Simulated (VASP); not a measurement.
# GaAs in VASP: further runs, part 2 of 2

VASP 6.6.1.

## (4) Single point, PBE (23.04 Å³/atom)

This run uses another cell than the first one, of 23.04 Å³/atom.

File INCAR:

```
SYSTEM = GaAs
ALGO = Normal ; EDIFF = 1E-7
ENCUT = 520 ; GGA = PE
ISIF = 2 ; ISMEAR = -1
LASPH = .True. ; LCHARG = .False.
LREAL = .False. ; LWAVE = .False.
NBANDS = 16 ; NELM = 100
PREC = Accurate ; SIGMA = 0.05
```

File KPOINTS:

```
k-points
0
Gamma
  11 11 11
  0 0 0
```

File POSCAR:

```
GaAs
1.0
    0.0000000000      2.8455714065      2.8455714065
    2.8455714065      0.0000000000      2.8455714065
    2.8455714065      2.8455714065      0.0000000000
Ga As
1 1
Direct
    0.0000000000      0.0000000000      0.0000000000
    0.7500000000      0.7500000000      0.7500000000
```

Potentials or basis: VASP PAW PBE potentials, release 64 (Ga_d, As).

Started as:

```sh
> cat potpaw_PBE.64/Ga_d/POTCAR potpaw_PBE.64/As/POTCAR > POTCAR
> mpirun -np 1 vasp_std > vasp.out
```

OUTCAR:

```text
SYSTEM = GaAs
   EDIFF = 1E-7
   ENCUT = 520
   GGA = PE
   ISIF = 2
   ISMEAR = -1
   LASPH = .True.
   LREAL = .False.
   NELM = 100
   PREC = Accurate

 ion  position               nearest neighbor table
   1  0.000  0.000  0.000-   2 2.46   2 2.46   2 2.46   2 2.46
   2  0.750  0.750  0.750-   1 2.46   1 2.46   1 2.46   1 2.46

  LATTYP: Found a face centered cubic cell.
 ALAT       =     5.6911428130

  Lattice vectors:

 A1 = (   0.0000000000,   2.8455714065,   2.8455714065)
 A2 = (   2.8455714065,   0.0000000000,   2.8455714065)
 A3 = (   2.8455714065,   2.8455714065,   0.0000000000)

Analysis of symmetry for initial positions (statically):
=====================================================================
 Subroutine PRICEL returns:
 Original cell was already a primitive cell.

 Routine SETGRP: Setting up the symmetry group for a
 face centered cubic supercell.

 Subroutine GETGRP returns: Found 24 space group operations
 (whereof 24 operations were pure point group operations)
 out of a pool of 48 trial point group operations.

The static configuration has the point symmetry T_d .

Analysis of symmetry for dynamics (positions and initial velocities):
=====================================================================
 Subroutine PRICEL returns:
 Original cell was already a primitive cell.

 Routine SETGRP: Setting up the symmetry group for a
 face centered cubic supercell.

 Subroutine GETGRP returns: Found 24 space group operations
 (whereof 24 operations were pure point group operations)
 out of a pool of 48 trial point group operations.

The dynamic configuration has the point symmetry T_d .

 Subroutine INISYM returns: Found 24 space group operations
 (whereof 24 operations are pure point group operations),
 and found     1 'primitive' translations

----------------------------------------------------------------------------------------

                                     Primitive cell

  volume of cell :      46.0828
[... 108 lines left out ...]
     AMIX     =   0.40;   BMIX     =  1.00
     AMIX_MAG =   1.60;   BMIX_MAG =  1.00
  volume/ion in A,a.u.               =      23.04       155.49
  Fermi-wavevector in a.u.,A,eV,Ry     =   1.196702  2.261440 19.484859  1.432097
  Thomas-Fermi vector in A             =   2.332636
   LORBIT       =      0    0 simple, 1 ext, 2 COOP (PROOUT), +10 PAW based schemes
   GGA     = PE    functional components
   LHFCALC =     F    Hartree Fock is set to
   AEXX    =    0.0000 exact exchange contribution
   IVDW    =     0    specifies the selected vdW correction
   LEPSILON=     F    determine dielectric tensor
   LRPA    =     F    only Hartree local field effects (RPA)
 non-spin polarized calculation
  energy-cutoff  :      520.00
  volume of cell :       46.08
 maximum number of plane-waves:      1259
 NGX is ok and might be reduce to    30
   NGX = 15   NGY = 15   NGZ = 15

 number of electron      17.9999985 magnetization

 Free energy of the ion-electron system (eV)
  ---------------------------------------------------
  ext. energy  EPLUGINS =         0.00000000
  ---------------------------------------------------
  free energy    TOTEN  =        -8.26696689 eV

  energy without entropy =       -8.26692526  energy(sigma->0) =       -8.26694607

 E-fermi :   3.9745     XC(G=0):  -9.4994

 val. band max:        3.7467729598   @ k =   0.0000   0.0000   0.0000
 cond. band min:       4.1192545034   @ k =   0.0000   0.0000   0.0000
 fundamental gap:      0.3724815436
 Fermi energy:         3.9745220887

 k-point     1 :       0.0000    0.0000    0.0000
  band No.  band energies     occupation
      1     -11.0245      2.00000
      2     -11.0245      2.00000
      3     -11.0245      2.00000
      4     -10.9500      2.00000
      5     -10.9500      2.00000
      6      -8.8382      2.00000
[... 433 lines left out ...]
      3     -11.0079      2.00000
      4     -10.9528      2.00000
      5     -10.9480      2.00000
      6      -7.9089      2.00000
[... 8 lines left out ...]
     15      13.8936      0.00000
     16      14.5819      0.00000

 [... further k-points ...]

------------------------ aborting loop because EDIFF is reached ----------------------------------------

  FORCE on cell =-STRESS in cart. coord.  units (eV):
  Direction    XX          YY          ZZ          XY          YZ          ZX
  --------------------------------------------------------------------------------------
  -------------------------------------------------------------------------------------
  Total        0.5861422      0.5861422      0.5861422      0.0000000      0.0000000     -0.0000000
  in kB       20.3786348     20.3786348     20.3786348      0.0000000      0.0000000     -0.0000000
  external PRESSURE =      20.3786348 kB  Pullay stress =       0.0000000 kB

 VOLUME and BASIS-vectors are now :
 -----------------------------------------------------------------------------
  energy-cutoff  :      520.00
  volume of cell :       46.08
      direct lattice vectors                 reciprocal lattice vectors
     0.000000000  2.845571406  2.845571406    -0.175711633  0.175711633  0.175711633
     2.845571406  0.000000000  2.845571406     0.175711633 -0.175711633  0.175711633
     2.845571406  2.845571406  0.000000000     0.175711633  0.175711633 -0.175711633

 POSITION                                       TOTAL-FORCE (eV/Angst)
 -----------------------------------------------------------------------------------
      0.00000      0.00000      0.00000        -0.000000     -0.000000     -0.000000
      4.26836      4.26836      4.26836         0.000000      0.000000      0.000000
 -----------------------------------------------------------------------------------
    total drift:                               -0.000002     -0.000002     -0.000002

  FREE ENERGIE OF THE ION-ELECTRON SYSTEM (eV)
  ---------------------------------------------------
  free  energy   TOTEN  =        -8.2669668894 eV

  energy  without entropy=       -8.2669252551  energy(sigma->0) =       -8.26694607
```

stdout:

```text
POSCAR found type information on POSCAR GaAs
 POSCAR found :  2 types and       2 ions
 scaLAPACK will be used
 LDA part: xc-table for (Slater+PW92), standard interpolation
 POSCAR, INCAR and KPOINTS ok, starting setup
 FFT: planning ... GRIDC
 FFT: planning ... GRID_SOFT
 FFT: planning ... GRID
 WAVECAR not read
 entering main loop
```

Wall time 27 s (1 thread of AMD EPYC 7R13 (Zen 3), shared host); peak memory 0.16 GiB.

Results:

| Property | Result |
| --- | --- |
| Free energy | -8.2670 eV |
| Pressure | 2.0 GPa |
| Band gap on the k mesh | 0.37 eV |

Levels at points of the mesh, in eV from the valence-band top:
```
           k point  band 6  band 7  band 8  band 9  band 10  band 11  band 12  band 13
(0.00, 0.00, 0.00)  -12.59    0.00    0.00    0.00     0.37     3.72     3.72     3.72
```

## (5) Single point, PBE (23.94 Å³/atom)

This run uses another cell than the first one, of 23.94 Å³/atom.

File INCAR:

```
PREC     = Accurate       # precision mode
ENCUT    = 520            # plane-wave cutoff, eV
EDIFF    = 1E-7           # SCF threshold, eV
ISMEAR   = -1             # smearing method
SIGMA    = 0.05           # smearing width, eV
LREAL    = F              # projectors in reciprocal space
LASPH    = T              # aspherical terms in the spheres
NELM     = 80             # most SCF steps
ALGO     = Normal         # electronic algorithm
ISIF     = 2              # what is computed and relaxed
LWAVE    = F              # write WAVECAR
LCHARG   = F              # write CHGCAR
GGA      = PE             # functional
NBANDS   = 16             # bands
```

File KPOINTS:

```
regular mesh
0
Gamma
  11 11 11
```

File POSCAR:

```
GaAs
1.0
    0.0000000000      2.8822925071      2.8822925071
    2.8822925071      0.0000000000      2.8822925071
    2.8822925071      2.8822925071      0.0000000000
Ga As
1 1
Direct
    0.0000000000      0.0000000000      0.0000000000
    0.7500000000      0.7500000000      0.7500000000
```

Started as:

```sh
> cat potpaw_PBE.64/Ga_d/POTCAR potpaw_PBE.64/As/POTCAR > POTCAR
> mpirun -np 1 vasp_std > vasp.out
```

Wall time 27 s (1 thread of AMD EPYC 7R13 (Zen 3), shared host); peak memory 0.17 GiB.

Results (log left out):

| Item | Value |
| --- | --- |
| Free energy | -8.2756 eV |
| Pressure | -0.4 GPa |

Levels at points of the mesh, in eV from the Fermi level:
```
           k point  band 6  band 7  band 8  band 9  band 10  band 11  band 12  band 13
(0.00, 0.00, 0.00)  -12.43   -0.11   -0.11   -0.11    -0.02     3.61     3.61     3.61
```

## (6) Single point, PBE (zz strain of -3 %)

File INCAR:

```
ALGO     = Normal         # electronic algorithm
EDIFF    = 1E-7           # SCF threshold, eV
ENCUT    = 520            # plane-wave cutoff, eV
GGA      = PE             # functional
ISIF     = 2              # what is computed and relaxed
ISMEAR   = -1             # smearing method
LASPH    = T              # aspherical terms in the spheres
LCHARG   = T              # write CHGCAR
LELF     = T              # ELF
LREAL    = F              # projectors in reciprocal space
LVHAR    = T            
LWAVE    = F              # write WAVECAR
NBANDS   = 16             # bands
NELM     = 100            # most SCF steps
PREC     = Accurate       # precision mode
SIGMA    = 0.05           # smearing width, eV
```

File KPOINTS:

```
k-points
0
Gamma
  11 11 11
```

File POSCAR:

```
GaAs
1.0
    0.0000000000      2.8268500000      2.7420445000
    2.8268500000      0.0000000000      2.7420445000
    2.8268500000      2.8268500000      0.0000000000
Ga As
1 1
Direct
    0.0000000000      0.0000000000      0.0000000000
    0.7500000000      0.7500000000      0.7500000000
```

Potentials or basis: VASP PAW PBE potentials, release 64 (Ga_d, As).

Started as:

```sh
> cat potpaw_PBE.64/Ga_d/POTCAR potpaw_PBE.64/As/POTCAR > POTCAR
> mpirun -np 1 vasp_std > vasp.out
```

Wall time 3.4 min (1 thread of Intel Xeon 8259CL, shared host); peak memory 0.24 GiB.

The run converged. Its results:

| Property | Result |
| --- | --- |
| Free energy | -8.2070 eV |
| Pressure | 6.0 GPa |
| Band gap on the k mesh | 0.63 eV |

Stress tensor (GPa, compression positive):
```
5.40 0.00 0.00
0.00 5.40 0.00
0.00 0.00 7.08
```

Levels at points of the mesh, in eV from the valence-band top:
| k point | band 6 | band 7 | band 8 | band 9 | band 10 | band 11 | band 12 | band 13 |
| --- | --- | --- | --- | --- | --- | --- | --- | --- |
| (0.00, 0.00, 0.00) | -13.06 | -0.17 | -0.17 | 0.00 | 0.63 | 3.57 | 3.66 | 3.66 |

Caveat: the cell differs from its parent crystal (zz strain of -3 %); the cell stands under pressure; an odd mesh through Γ misses points on the zone boundary, where band edges can lie.

## (7) Overview

```tsv
cell	gap on the mesh (eV)	pressure (GPa)
a = 3.944 Å, angles 60.0°, 2 atoms	0.83	6.9
a = 3.984 Å, angles 60.0°, 2 atoms	0.60	4.3
a = 4.024 Å, angles 60.0°, 2 atoms	0.37	2.0
a = 4.076 Å, angles 60.0°, 2 atoms	-	-0.4
a = 3.938, b = 3.938, c = 3.998 Å, angles 59.5, 59.5, 61.0°, 2 atoms	0.63	6.0
```

Alike in all rows: task single point; level PBE; potentials or basis VASP PAW PBE potentials, release 64 (Ga_d, As); no spin polarisation; k mesh 11 × 11 × 11; cutoff (eV) 520; smearing fermi-dirac 0.05 eV.

Caveats: the cell stands under pressure (at least some runs); an odd mesh through Γ misses points on the zone boundary, where band edges can lie (at least some runs).

Absolute energies hang on the potentials; compare differences alone.
